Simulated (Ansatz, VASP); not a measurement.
**One calculation of F, two programs**

INCAR

```
PREC = Accurate
ENCUT = 520
EDIFF = 1E-6
ISMEAR = 0
SIGMA = 0.05
LREAL = False
LASPH = True
NELM = 60
ALGO = Normal
ISIF = 2
LWAVE = False
LCHARG = False
GGA = PS
NBANDS = 22
```

The input KPOINTS:

```
regular mesh
0
Gamma
  6 6 4
```

Contents of POSCAR:

```
F
1.0
    3.5932197700     -2.1232795150      0.0000000000
    3.5932197700      2.1232795150      0.0000000000
    0.0000000000      0.0000000000      6.5669977800
F
4
Direct
    0.9125420000      0.0874580000      0.0960130000
    0.5874580000      0.4125420000      0.5960130000
    0.4125420000      0.5874580000      0.4039870000
    0.0874580000      0.9125420000      0.9039870000
```

Input for Ansatz:

```yaml
crystal:
  lattice:
    - [3.59321977, -2.123279515, 0.0]
    - [3.59321977, 2.123279515, 0.0]
    - [0.0, 0.0, 6.56699778]
  atoms:
    - { symbol: F, position: [0.912542, 0.087458, 0.096013] }
    - { symbol: F, position: [0.587458, 0.412542, 0.596013] }
    - { symbol: F, position: [0.412542, 0.587458, 0.403987] }
    - { symbol: F, position: [0.087458, 0.912542, 0.903987] }
basis:
  ecutwfc: 420
kpoints:
  mp_grid: { grid: [6, 6, 4] }
hamiltonian:
  xc: pbesol
scf:
  occupations: { method: gaussian, width: 0.05 }
output:
  forces: true
  stress: true
  eigenvalues: true
```

Change from the starting cell: strain +0.015 along x and y, +0.030 along z, atoms carried along.

Alike in both runs: task single point; functional PBEsol; k mesh 6 × 6 × 4; occupations gaussian, width 0.05 eV; no spin polarisation.

```csv
,VASP,Ansatz
version,VASP 6.6.1,Ansatz 0.2.0
potentials or method,"VASP PAW PBE potentials, release 64 (F), cutoff 520 eV","scalar-relativistic, plane waves, PAW"
valence electrons in the cell,28,28
```

Ansatz gave:

```
gap on the k mesh at the Fermi level (eV)                     : 2.69
least direct gap on the mesh (eV)                             : 2.70
pressure (GPa)                                                : -3.1
traceless stress, the component that is largest in VASP (GPa) : -3.64
rms of the force components (eV/Å)                            : 1.099
```

Problem. Estimate VASP's values.

Solution. gap on the k mesh at the Fermi level (eV): 2.63; least direct gap on the mesh (eV): 2.64; pressure (GPa): -3.0; traceless stress, the component that is largest in VASP (GPa): -3.01; rms of the force components (eV/Å): 0.918.

VASP's potentials were made for PBE, not for PBEsol. Atom by atom the forces differ by 0.181 eV/Å (rms over components).
